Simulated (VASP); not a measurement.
Crystal: KCl (Sylvite).

```
K Cl
1.0
     0.00000    3.12535    3.12535
     3.12535    0.00000    3.12535
     3.12535    3.12535    0.00000
K Cl
1 1
Direct
  0.00000 0.00000 0.00000
  0.50000 0.50000 0.50000
```

Base run:

| Quantity | Value |
| --- | --- |
| Program | VASP 6.6.1 |
| Functional | PBE |
| Potentials or basis | VASP PAW PBE potentials, release 64 (K_sv, Cl) |
| Cutoff | 520 eV |
| k mesh | 7 × 7 × 7 |
| Occupations | fermi-dirac, width 0.05 eV |
| Spin | no spin polarisation |

Its results: band gap on the k mesh 5.26 eV, direct; pressure 1.2 GPa.

Task: After a change of settings the same cell gave: band gap on the k mesh 4.81 eV, direct; pressure -1.6 GPa. Which change was it?
A. functional from PBE to PBEsol
B. functional from PBE to r2SCAN
C. functional from PBE to LDA; potentials or basis from VASP PAW PBE potentials, release 64 (K_sv, Cl) to VASP PAW LDA potentials, release 64 (K_sv, Cl)

Result: C.
